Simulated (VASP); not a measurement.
SrTiO3, 5 atoms in the cell. Symmetry: Pm-3m, No. 221, cubic system. Conventional cell: a = 3.854 Å, b = 3.854 Å, c = 3.854 Å, α = 90.00°, β = 90.00°, γ = 90.00°. Sr (site symmetry m-3m) has 12 O at 2.73 Å and 8 Ti at 3.34 Å within 3.6 Å. Within 2.6 Å of Ti (site symmetry m-3m) lie 6 O at 1.93 Å. Within 2.6 Å of O (site symmetry 4/mmm) lie 2 Ti at 1.93 Å. 

```yaml
Program: VASP 6.6.1
Task: single point
Functional: LDA
Potentials_or_basis: VASP PAW LDA potentials, release 64 (Sr_sv, Ti_sv, O_h)
Cutoff: 910 eV
k_mesh: 8 × 8 × 8
Occupations: gaussian, width 0.01 eV
Spin: no spin polarisation
Dipole_correction: no
Second_run: hard_potentials
Further_INCAR_settings: ALGO = Normal; EDIFF = 1e-06; NBANDS = 28
```

Potentials or basis: VASP PAW LDA potentials, release 64 (Sr_sv, Ti_sv, O_h).

Command:

```bash
$ cat potpaw_LDA.64/Sr_sv/POTCAR potpaw_LDA.64/Ti_sv/POTCAR potpaw_LDA.64/O_h/POTCAR > POTCAR
$ mpirun -np 1 vasp_std > vasp.out
```

Hardware: 1 thread of Intel(R) Xeon(R) Platinum 8559C (Emerald Rapids), on a shared host.

**Question.** Estimate the wall time of this run.

**Answer.** It took 78 s on 1 thread of Intel(R) Xeon(R) Platinum 8559C (Emerald Rapids), with other jobs on the host, peak memory 0.28 GiB. Counts: scf iterations 17, k points 35.
